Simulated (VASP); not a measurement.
Write the native input for VASP 6.6.1 that does the following.

| Property | Result |
| --- | --- |
| Task | single point |
| Functional | PBEsol |
| Potentials or basis | VASP PAW PBE potentials, release 64 (Al, Ni) |
| Cutoff | 520 eV |
| k mesh | 16 × 16 × 16 |
| Occupations | gaussian, width 0.15 eV |
| Spin | no spin polarisation |
| Dipole correction | no |
| Further INCAR settings | ALGO = Fast; EDIFF = 1e-06; NBANDS = 14 |

The structure of AlNi lies in POSCAR:

```
AlNi
1.0
    2.1222677803     -2.1222113841      0.0000000000
    2.1222677803      2.1222113841      0.0000000000
    0.0000000000      0.0000000000      2.9454000000
Al Ni
1 1
Direct
    0.0000000000      0.0000000000      0.0000000000
    0.5000000000      0.5000000000      0.5000000000
```

One way to write it, as run:

INCAR

```
ALGO = Fast ; EDIFF = 1E-6
ENCUT = 520 ; GGA = PS
ISIF = 2 ; ISMEAR = 0
LASPH = True ; LCHARG = False
LREAL = False ; LWAVE = False
NBANDS = 14 ; NELM = 80
PREC = Accurate ; SIGMA = 0.15
```

KPOINTS

```
k-points
0
Gamma
  16 16 16
```

Potentials or basis: VASP PAW PBE potentials, release 64 (Al, Ni).

Launch:

```bash
$ cat potpaw_PBE.64/Al/POTCAR potpaw_PBE.64/Ni/POTCAR > POTCAR
$ mpirun -np 1 vasp_std > vasp.out
```

Results of the run:

```json
{
 "Pressure": "-16.4 GPa",
 "Band gap on the k mesh": "zero (an odd number of electrons rules out a gap without spin polarisation)"
}
```

Caveat: the cell stands under tension; the PAW data sets were made with another functional, which shifts forces and pressure a little.

Run time: 110 s on 1 thread of AMD EPYC 9R45 96-Core Processor (Zen 5) (shared host), peak memory 0.32 GiB.
